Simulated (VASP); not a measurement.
SnTe2:

```
Sn Te
1.0
     7.00652    0.00000    0.00000
     0.00000    7.00652    0.00000
     0.00000    0.00000    4.47521
Sn Te
2 4
Direct
  0.00000 0.00000 0.00000
  0.50000 0.50000 0.50000
  0.30190 0.30190 0.00000
  0.19810 0.80190 0.50000
  0.80190 0.19810 0.50000
  0.69810 0.69810 0.00000
```

- Program: VASP 6.6.1
- Task: relaxation of cell and atoms
- Functional: r2SCAN
- Potentials or basis: VASP PAW PBE potentials, release 64 (Sn_d, Te)
- Cutoff: 600 eV
- k mesh: 4 × 4 × 6
- Occupations: fermi-dirac, width 0.02 eV
- Spin: no spin polarisation

At the start: pressure -1.1 GPa; volume 36.62 Å³/atom.

Q: How do energy, volume and symmetry change on relaxing?

A: Over 9 steps the energy falls by 3.7 meV/atom and the volume is 35.66 Å³/atom (-2.6 %); space group P4_2/mnm (No. 136, to 0.1 Å) before and after.

Step by step:
| step | energy change (eV) | largest force (eV/Å) | pressure (GPa) | volume (Å³) |
| --- | --- | --- | --- | --- |
| 1 | 0.0000 | 0.0840 | -1.11 | 219.69 |
| 2 | -0.0187 | 0.0153 | 0.47 | 211.72 |
| 3 | -0.0218 | 0.0128 | 0.01 | 213.84 |
| 4 | -0.0218 | 0.0143 | -0.01 | 213.95 |
| 5 | -0.0219 | 0.0091 | -0.01 | 214.01 |
| 6 | -0.0220 | 0.0020 | -0.02 | 214.12 |
| 7 | -0.0220 | 0.0033 | -0.02 | 214.14 |
| 8 | -0.0220 | 0.0043 | 0.02 | 213.92 |
| 9 | -0.0220 | 0.0040 | 0.01 | 213.99 |

Final structure:
```
Sn Te
1.0
     6.96015    0.00000    0.00000
     0.00000    6.96015    0.00000
     0.00000    0.00000    4.41729
Sn Te
2 4
Cartesian
  0.0000 0.0000 0.0000
  3.4801 3.4801 2.2086
  2.1047 2.1047 0.0000
  1.3754 5.5847 2.2086
  5.5847 1.3754 2.2086
  4.8555 4.8555 4.4173
```

Caveat: the structure was generated, so it needn't be the stable form of SnTe2; the PAW data sets were made with another functional, which shifts forces and pressure a little.
